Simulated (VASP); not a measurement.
Input of a VASP 6.6.1 run:

INCAR

```
SYSTEM = LiH
PREC     = Accurate       ! precision mode
ENCUT    = 520            ! plane-wave cutoff, eV
EDIFF    = 1E-6           ! SCF threshold, eV
ISMEAR   = 0              ! smearing method
SIGMA    = 0.02           ! smearing width, eV
LREAL    = .False.        ! projectors in reciprocal space
LASPH    = .True.         ! aspherical terms in the spheres
NELM     = 100            ! most SCF steps
ALGO     = Normal         ! electronic algorithm
ISIF     = 2              ! what is computed and relaxed
LWAVE    = .False.        ! write WAVECAR
LCHARG   = .False.        ! write CHGCAR
GGA      = PE             ! functional
NBANDS   = 9              ! bands
```

KPOINTS

```
regular mesh
0
Gamma
  10 10 10
  0 0 0
```

Contents of POSCAR:

```
LiH
1.0
    0.0000000000      1.9198248638      1.9198248638
    1.9198248638      0.0000000000      1.9198248638
    1.9198248638      1.9198248638      0.0000000000
Li H
1 1
Direct
    0.0000000000      0.0000000000      0.0000000000
    0.5000000000      0.5000000000      0.5000000000
```

Potentials or basis: VASP PAW PBE potentials, release 64 (Li_sv, H).

Launch:

```sh
$ cat potpaw_PBE.64/Li_sv/POTCAR potpaw_PBE.64/H/POTCAR > POTCAR
$ mpirun -np 1 vasp_std > vasp.out
```

Question: What does it give for the band gap on the k mesh?

Answer: 2.87 eV, direct.

 A k mesh can miss the band edges.
